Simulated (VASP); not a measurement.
A run of VASP 6.6.1 is set up as follows.

File INCAR:

```
PREC = Accurate
ENCUT = 520
EDIFF = 1E-7
ISMEAR = -1
SIGMA = 0.02
LREAL = False
LASPH = True
NELM = 80
ALGO = Normal
ISIF = 2
LWAVE = False
LCHARG = True
GGA = PE
LELF = True
LVHAR = True
NBANDS = 41
```

Contents of KPOINTS:

```
Automatic mesh
0
Gamma
  4 4 4
```

File POSCAR:

```
In3BAs4
1.0
    5.7786333301      0.0000000000      0.0000000000
    0.0000000000      5.7786333301      0.0000000000
    0.0000000000      0.0000000000      5.7786333301
B As In
1 4 3
Direct
    0.0000000000      0.0000000000      0.0000000000
    0.2165065071      0.2165065071      0.2165065071
    0.7834934929      0.7834934929      0.2165065071
    0.7834934929      0.2165065071      0.7834934929
    0.2165065071      0.7834934929      0.7834934929
    0.5000000000      0.5000000000      0.0000000000
    0.5000000000      0.0000000000      0.5000000000
    0.0000000000      0.5000000000      0.5000000000
```

Potentials or basis: VASP PAW PBE potentials, release 64 (B, As, In_d).

Run with:

```bash
$ cat potpaw_PBE.64/B/POTCAR potpaw_PBE.64/As/POTCAR potpaw_PBE.64/In_d/POTCAR > POTCAR
$ mpirun -np 1 vasp_std > vasp.out
```

**Question.** Estimate the band gap on the k mesh.

**Answer.** 0.03 eV.

**Question.** Estimate the largest force.

**Answer.** 0.146 eV/Å.

**Question.** What does it give for the pressure?

**Answer.** 2.2 GPa.

Forces on the atoms (eV/Å):
```
B    0.000  0.000  0.000
As  -0.084 -0.084 -0.084
As   0.084  0.084 -0.084
As   0.084 -0.084  0.084
As  -0.084  0.084  0.084
In   0.000  0.000  0.000
In   0.000  0.000  0.000
In   0.000  0.000  0.000
```

Caveat: the smearing spreads over this small gap; semilocal functionals underestimate gaps, and a narrow one can read as zero; spin-orbit coupling is left out, which moves the levels of the heavy elements. A k mesh can miss the band edges.
